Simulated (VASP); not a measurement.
Wanted: the native input for a VASP 6.6.1 run.

```
Task                   : single point
Functional             : BLYP
Potentials or basis    : VASP PAW PBE potentials, release 64 (Ta_pv, C, N, H)
Cutoff                 : 520 eV
k mesh                 : 5 × 5 × 1
Occupations            : fermi-dirac, width 0.05 eV
Spin                   : no spin polarisation
Dipole correction      : yes
Further INCAR settings : LREAL = Auto; ALGO = Normal; EDIFF = 1e-06; NBANDS = 84
```

The structure of Ta12HCN lies in POSCAR:

```
Ta12HCN
1.0
    5.7202017150      0.0000000000      0.0000000000
   -1.9067339050      5.3930578966      0.0000000000
    0.0000000000      0.0000000000     24.8861251426
Ta C N H
12 1 1 1
Direct
    0.2500000000      0.2500000000      0.3214642679
    0.2500000000      0.7500000000      0.3214642679
    0.7500000000      0.2500000000      0.3214642679
    0.7500000000      0.7500000000      0.3214642679
    0.5000000000      0.5000000000      0.4153022020
    0.5000000000      0.0000000000      0.4153022020
    0.0000000000      0.5000000000      0.4153022020
    0.0000000000      0.0000000000      0.4153022020
    0.7500000000      0.7500000000      0.5091401361
    0.7500000000      0.2500000000      0.5091401361
    0.2500000000      0.7500000000      0.5091401361
    0.2500000000      0.2500000000      0.5091401361
    0.2500000000      0.2500000000      0.6729703820
    0.2500000000      0.2500000000      0.6264745939
    0.2500000000      0.2500000000      0.7155041229
```

The input as run:

INCAR

```
SYSTEM = Ta12HCN
PREC = Accurate
ENCUT = 520
EDIFF = 1E-6
ISMEAR = -1
SIGMA = 0.05
LREAL = Auto
LASPH = .TRUE.
NELM = 60
ALGO = Normal
ISIF = 2
LWAVE = .FALSE.
LCHARG = .FALSE.
LDIPOL = .TRUE.
IDIPOL = 3
DIPOL = 0.5 0.5 0.467
GGA = B5
ALDAX = 1.0
AGGAX = 1.0
AGGAC = 1.0
ALDAC = 0.0
NBANDS = 84
```

KPOINTS

```
regular mesh
0
G
  5 5 1
  0 0 0
```

Potentials or basis: VASP PAW PBE potentials, release 64 (Ta_pv, C, N, H).

Run with:

```bash
$ cat potpaw_PBE.64/Ta_pv/POTCAR potpaw_PBE.64/C/POTCAR potpaw_PBE.64/N/POTCAR potpaw_PBE.64/H/POTCAR > POTCAR
$ mpirun -np 1 vasp_std > vasp.out
```

It gave:

```yaml
Largest_force: 0.845 eV/Å
Band_gap_on_the_k_mesh: zero (bands 71 and 72 overlap by 0.86 eV)
```

Caveat: the PAW data sets were made with another functional, which shifts forces and pressure a little; spin-orbit coupling is left out, which moves the levels of the heavy elements.

Run time: 23 min on 1 thread of Intel(R) Xeon(R) 6975P-C (Granite Rapids) (shared host), peak memory 1.1 GiB.
